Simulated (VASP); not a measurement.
# Sb (R-3m) in VASP: settings compared, part 2 of 3

VASP 6.6.1. The steps go on from the part before.

**3. Single point, LDA (28.39 Å³/atom)**

This run uses another cell than the first one, of 28.39 Å³/atom.

INCAR

```
PREC     = Accurate       # precision mode
ENCUT    = 520            # plane-wave cutoff, eV
EDIFF    = 1E-6           # SCF threshold, eV
ISMEAR   = -1             # smearing method
SIGMA    = 0.05           # smearing width, eV
LREAL    = False          # projectors in reciprocal space
LASPH    = True           # aspherical terms in the spheres
NELM     = 100            # most SCF steps
ALGO     = Normal         # electronic algorithm
ISIF     = 2              # what is computed and relaxed
LWAVE    = False          # write WAVECAR
LCHARG   = False          # write CHGCAR
NBANDS   = 12             # bands
```

KPOINTS

```
regular mesh
0
Gamma
  8 8 8
```

POSCAR

```
Sb
1.0
    2.1102243954      1.2183386227      3.6812845966
   -2.1102243954      1.2183386227      3.6812845966
    0.0000000000     -2.4366772455      3.6812845966
Sb
2
Direct
    0.7665100000      0.7665100000      0.7665100000
    0.2334900000      0.2334900000      0.2334900000
```

Potentials or basis: VASP PAW LDA potentials, release 64 (Sb).

Command:

```
$ cat potpaw_LDA.64/Sb/POTCAR > POTCAR
$ mpirun -np 1 vasp_std > vasp.out
```

OUTCAR:

```text
PREC = Accurate
   ENCUT = 520
   EDIFF = 1E-6
   ISMEAR = -1
   LREAL = False
   LASPH = True
   NELM = 100
   ISIF = 2

 ion  position               nearest neighbor table
   1  0.767  0.767  0.767-   2 2.85   2 2.85   2 2.85   2 3.29   2 3.29   2 3.29
   2  0.233  0.233  0.233-   1 2.85   1 2.85   1 2.85   1 3.29   1 3.29   1 3.29

  LATTYP: Found a trigonal (rhomboedric) cell.
 ALAT       =     4.4146633257
 COS(alpha) =     0.5430253624

  Lattice vectors:

 A1 = (   2.1102243954,   1.2183386227,   3.6812845966)
 A2 = (  -2.1102243954,   1.2183386227,   3.6812845966)
 A3 = (   0.0000000000,  -2.4366772455,   3.6812845966)

Analysis of symmetry for initial positions (statically):
=====================================================================
 Subroutine PRICEL returns:
 Original cell was already a primitive cell.

 Routine SETGRP: Setting up the symmetry group for a
 trigonal (rhombohedral) supercell.

 Subroutine GETGRP returns: Found 12 space group operations
 (whereof 12 operations were pure point group operations)
 out of a pool of 12 trial point group operations.

The static configuration has the point symmetry D_3d.

Analysis of symmetry for dynamics (positions and initial velocities):
=====================================================================
 Subroutine PRICEL returns:
 Original cell was already a primitive cell.

 Routine SETGRP: Setting up the symmetry group for a
 trigonal (rhombohedral) supercell.

 Subroutine GETGRP returns: Found 12 space group operations
 (whereof 12 operations were pure point group operations)
 out of a pool of 12 trial point group operations.

The dynamic configuration has the point symmetry D_3d.

 Subroutine INISYM returns: Found 12 space group operations
 (whereof 12 operations are pure point group operations),
 and found     1 'primitive' translations

----------------------------------------------------------------------------------------

                                     Primitive cell

  volume of cell :      56.7868

  direct lattice vectors                    reciprocal lattice vectors
     2.110224395  1.218338623  3.681284597     0.236941626  0.136798312  0.090548102
    -2.110224395  1.218338623  3.681284597    -0.236941626  0.136798312  0.090548102
     0.000000000 -2.436677245  3.681284597     0.000000000 -0.273596623  0.090548102

  length of vectors
     4.414663326  4.414663326  4.414663326     0.288191032  0.288191032  0.288191032

  position of ions in fractional coordinates (direct lattice)
     0.766510000  0.766510000  0.766510000
     0.233490000  0.233490000  0.233490000

  ion indices of the primitive-cell ions
   primitive index   ion index
                 1           1
                 2           2

----------------------------------------------------------------------------------------

 KPOINTS: regular mesh

Automatic generation of k-mesh.
 Grid dimensions read from file:
[... 24 lines left out ...]
  0.250000  0.000000  0.000000      6.000000
  0.375000  0.000000  0.000000      6.000000
  0.500000  0.000000  0.000000      3.000000
  0.125000  0.125000  0.000000      6.000000
[... 16 lines left out ...]
  0.250000  0.125000  0.125000      6.000000
  0.375000  0.125000  0.125000      6.000000
 [... further k-points ...]
   k-points           NKPTS =     65   k-points in BZ     NKDIM =     65   number of bands    NBANDS=     12
   number of dos      NEDOS =    301   number of ions     NIONS =      2
   total plane-waves  NPLWV =  46656
   dimension x,y,z NGX =    36 NGY =   36 NGZ =   36
   dimension x,y,z NGXF=    72 NGYF=   72 NGZF=   72
   ions per type =               2
   NGX,Y,Z   is equivalent  to a cutoff of  13.56, 13.56, 13.56 a.u.
   NGXF,Y,Z  is equivalent  to a cutoff of  27.11, 27.11, 27.11 a.u.
 SYSTEM =  unknown system
   PREC   = accura    normal or accurate (medium, high low for compatibility)
   ISTART =      0    job   : 0-new  1-cont  2-samecut
   ICHARG =      2    charge: 1-file 2-atom 10-const
   ISPIN  =      1    spin polarized calculation?
   LNONCOLLINEAR =      F non collinear calculations
   LSORBIT =      F    spin-orbit coupling
   LASPH  =      T    aspherical Exc in radial PAW
   ENCUT  =  520.0 eV  38.22 Ry    6.18 a.u.   8.21  8.21  8.21*2*pi/ulx,y,z
   NELM   =    100;   NELMIN=  2; NELMDL= -5     # of ELM steps
   EDIFF  = 0.1E-05   stopping-criterion for ELM
   LREAL  =      F    real-space projection
   EDIFFG = 0.1E-04   stopping-criterion for IOM
   NSW    =      0    number of steps for IOM
   IBRION =     -1    ionic relax: 0-MD 1-quasi-New 2-CG
   NFREE  =      0    steps in history (QN), initial steepest desc. (CG)
   ISIF   =      2    stress and relaxation
   ISYM   =      2    0-nonsym 1-usesym 2-fastsym
   POTIM  = 0.5000    time-step for ionic-motion
   TEBEG  =    0.0;   TEEND  =   0.0 temperature during run
   PSTRESS=    0.0 pullay stress
   NELECT =      10.0000    total number of electrons
   NUPDOWN=      -1.0000    fix difference up-down
   EMIN   =  10.00;   EMAX   =-10.00  energy-range for DOS
   EFERMI =   0.00;   METHOD = LEGACY
   ISMEAR =    -1;   SIGMA  =   0.05  broadening in eV -4-tet -1-fermi 0-gaus
   EFERMI_NEDOS =   21; number of points for ismear=-14 and -15
   IALGO  =     38    algorithm
   IMIX   =      4    mixing-type and parameters
     AMIX     =   0.40;   BMIX     =  1.00
     AMIX_MAG =   1.60;   BMIX_MAG =  1.00
  volume/ion in A,a.u.               =      28.39       191.61
  Fermi-wavevector in a.u.,A,eV,Ry     =   0.917612  1.734035 11.456265  0.842012
  Thomas-Fermi vector in A             =   2.042600
   LORBIT       =      0    0 simple, 1 ext, 2 COOP (PROOUT), +10 PAW based schemes
   GGA     = CA    functional components
   LHFCALC =     F    Hartree Fock is set to
   AEXX    =    0.0000 exact exchange contribution
   IVDW    =     0    specifies the selected vdW correction
   LEPSILON=     F    determine dielectric tensor
   LRPA    =     F    only Hartree local field effects (RPA)
 non-spin polarized calculation
  energy-cutoff  :      520.00
  volume of cell :       56.79
 maximum number of plane-waves:      1548
 NGX is ok and might be reduce to    36
   NGX = 17   NGY = 17   NGZ = 17

 number of electron      10.0000000 magnetization

 Free energy of the ion-electron system (eV)
  ---------------------------------------------------
  ext. energy  EPLUGINS =         0.00000000
  ---------------------------------------------------
  free energy    TOTEN  =        -9.60346182 eV

  energy without entropy =       -9.60063425  energy(sigma->0) =       -9.60204804

 E-fermi :   8.0387     XC(G=0):  -9.9777

 val. band max:        8.0328318961   @ k =   0.3750   0.1250   0.1250
 cond. band min:       8.1175695751   @ k =   0.5000   0.0000   0.0000
 fundamental gap:      0.0847376789
 Fermi energy:         8.0386781146

 k-point     1 :       0.0000    0.0000    0.0000
  band No.  band energies     occupation
      1      -5.2928      2.00000
      2       3.4011      2.00000
      3       5.7361      2.00000
      4       6.0393      2.00000
      5       6.0393      2.00000
      6      10.0276      0.00000
      7      10.7204      0.00000
      8      10.7204      0.00000
      9      12.9868      0.00000
     10      12.9868      0.00000
     11      13.1942      0.00000
     12      14.3422      0.00000
[... 331 lines left out ...]
 k-point    24 :       0.3750    0.1250    0.1250
  band No.  band energies     occupation
      1      -4.2274      2.00000
      2       0.2877      2.00000
      3       4.3303      2.00000
      4       6.3191      2.00000
      5       8.0328      1.05840
      6       8.2488      0.02946
      7       8.5901      0.00003
      8      11.1031      0.00000
      9      12.8993      0.00000
     10      13.8484      0.00000
     11      15.1245      0.00000
     12      16.9912      0.00000

 [... further k-points ...]

------------------------ aborting loop because EDIFF is reached ----------------------------------------

  FORCE on cell =-STRESS in cart. coord.  units (eV):
  Direction    XX          YY          ZZ          XY          YZ          ZX
  --------------------------------------------------------------------------------------
  -------------------------------------------------------------------------------------
  Total        1.2724099      1.2724099      0.7907694     -0.0000000     -0.0000000      0.0000000
  in kB       35.8996598     35.8996598     22.3106984     -0.0000000     -0.0000000      0.0000000
  external PRESSURE =      31.3700060 kB  Pullay stress =       0.0000000 kB

 VOLUME and BASIS-vectors are now :
 -----------------------------------------------------------------------------
  energy-cutoff  :      520.00
  volume of cell :       56.79
      direct lattice vectors                 reciprocal lattice vectors
     2.110224395  1.218338623  3.681284597     0.236941626  0.136798312  0.090548102
    -2.110224395  1.218338623  3.681284597    -0.236941626  0.136798312  0.090548102
     0.000000000 -2.436677245  3.681284597     0.000000000 -0.273596623  0.090548102

 POSITION                                       TOTAL-FORCE (eV/Angst)
 -----------------------------------------------------------------------------------
      0.00000     -0.00000      8.46522         0.000000      0.000000     -0.431932
      0.00000     -0.00000      2.57863         0.000000     -0.000000      0.431932
 -----------------------------------------------------------------------------------
    total drift:                                0.000000     -0.000000     -0.000000

  FREE ENERGIE OF THE ION-ELECTRON SYSTEM (eV)
  ---------------------------------------------------
  free  energy   TOTEN  =        -9.6034618227 eV

  energy  without entropy=       -9.6006342525  energy(sigma->0) =       -9.60204804
```

It took 64 s on 1 thread of AMD EPYC 7R13, shared host; peak memory 0.16 GiB.

What came out:

```
Free energy            : -9.6035 eV
Pressure               : 3.1 GPa
Largest force          : 0.432 eV/Å
Band gap on the k mesh : zero (bands 5 and 6 overlap by 0.30 eV)
```

Forces on the atoms (eV/Å):
```
Sb   0.000  0.000 -0.432
Sb   0.000  0.000  0.432
```

Levels at points of the mesh, in eV from the Fermi level:
```tsv
k point	band 3	band 4	band 5	band 6	band 7	band 8
(0.00, 0.00, 0.00)	-2.30	-2.00	-2.00	1.99	2.68	2.68
(0.50, 0.00, 0.00)	-2.16	-2.03	-0.39	-0.30	0.08	0.37
(0.50, 0.50, 0.00)	-5.85	-4.12	-4.01	1.24	5.14	5.69
(0.50, 0.50, 0.50)	-1.49	-1.49	-0.53	-0.02	-0.02	1.17
```

Caveat: the cell stands under pressure; spin-orbit coupling is left out, which moves the levels of the heavy elements.

**4. Single point, LDA (29.00 Å³/atom)**

INCAR

```
PREC     = Accurate       # precision mode
ENCUT    = 520            # plane-wave cutoff, eV
EDIFF    = 1E-6           # SCF threshold, eV
ISMEAR   = -1             # smearing method
SIGMA    = 0.05           # smearing width, eV
LREAL    = F              # projectors in reciprocal space
LASPH    = T              # aspherical terms in the spheres
NELM     = 80             # most SCF steps
ALGO     = Normal         # electronic algorithm
ISIF     = 2              # what is computed and relaxed
LWAVE    = F              # write WAVECAR
LCHARG   = T              # write CHGCAR
LELF     = T              # ELF
LVHAR    = T            
NBANDS   = 12             # bands
```

KPOINTS is that of step 3.

POSCAR

```
Sb
1.0
    2.1250856202      1.2269187549      3.7072099901
   -2.1250856202      1.2269187549      3.7072099901
    0.0000000000     -2.4538375098      3.7072099901
Sb
2
Direct
    0.7665100000      0.7665100000      0.7665100000
    0.2334900000      0.2334900000      0.2334900000
```

Command:

```
$ cat potpaw_LDA.64/Sb/POTCAR > POTCAR
$ mpirun -np 1 vasp_std > vasp.out
```

Wall time 80 s (1 thread of AMD EPYC 7R13, shared host); peak memory 0.16 GiB.

The run converged. Its results:

```
Free energy            : -9.6213 eV
Pressure               : 1.6 GPa
Largest force          : 0.305 eV/Å
Band gap on the k mesh : zero (bands 5 and 6 overlap by 0.30 eV)
```

Forces in eV/Å, atoms in the order of the input:
```
Sb   0.000  0.000 -0.305
Sb   0.000  0.000  0.305
```

Stress tensor (GPa, compression positive):
```
1.98 0.00 0.00
0.00 1.98 0.00
0.00 0.00 0.91
```

Levels at points of the mesh, in eV from the Fermi level:
```
           k point  band 2  band 3  band 4  band 5  band 6  band 7  band 8  band 9
(0.00, 0.00, 0.00)   -4.75   -2.24   -1.95   -1.95    1.99    2.65    2.65    4.97
(0.50, 0.00, 0.00)   -9.93   -2.11   -1.98   -0.37   -0.31    0.08    0.39    7.49
(0.50, 0.50, 0.00)   -8.19   -5.73   -4.01   -3.91    1.32    5.03    5.59    7.14
(0.50, 0.50, 0.50)   -9.26   -1.45   -1.45   -0.56    0.01    0.01    1.13    6.94
```

Caveat: spin-orbit coupling is left out, which moves the levels of the heavy elements.

(Continued in part 3 of 3.)
